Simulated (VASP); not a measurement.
Set up this calculation in VASP 6.6.1, as the native input.

```
Task                   : single point
Functional             : PBE
Potentials or basis    : VASP PAW PBE potentials, release 64 (B)
Cutoff                 : 520 eV
k mesh                 : 22 × 22 × 22
Occupations            : fermi-dirac, width 0.1 eV
Spin                   : no spin polarisation
Dipole correction      : no
Further INCAR settings : ALGO = Normal; EDIFF = 1e-06; NBANDS = 8
```

The structure of B lies in POSCAR:

```
B
1.0
   -0.9160836925      0.9160836925      0.9160836925
    0.9160836925     -0.9160836925      0.9160836925
    0.9160836925      0.9160836925     -0.9160836925
B
1
Direct
    0.0000000000      0.0000000000      0.0000000000
```

This cell differs from its parent crystal: volume scaled by 0.5.

The input as run:

INCAR

```
SYSTEM = B
PREC     = Accurate       ! precision mode
ENCUT    = 520            ! plane-wave cutoff, eV
EDIFF    = 1E-6           ! SCF threshold, eV
ISMEAR   = -1             ! smearing method
SIGMA    = 0.1            ! smearing width, eV
LREAL    = .False.        ! projectors in reciprocal space
LASPH    = .True.         ! aspherical terms in the spheres
NELM     = 80             ! most SCF steps
ALGO     = Normal         ! electronic algorithm
ISIF     = 2              ! what is computed and relaxed
LWAVE    = .False.        ! write WAVECAR
LCHARG   = .True.         ! write CHGCAR
GGA      = PE             ! functional
LELF     = .True.         ! ELF
LVHAR    = .True.       
NBANDS   = 8              ! bands
```

KPOINTS

```
regular mesh
0
Gamma
  22 22 22
  0 0 0
```

Potentials or basis: VASP PAW PBE potentials, release 64 (B).

The run is started by

```bash
$ cat potpaw_PBE.64/B/POTCAR > POTCAR
$ mpirun -np 1 vasp_std > vasp.out
```

It gave:

| Quantity | Value |
| --- | --- |
| Pressure | 567.8 GPa |

It took 13 s on 1 thread of AMD EPYC 7R13 (shared host), peak memory 0.08 GiB.
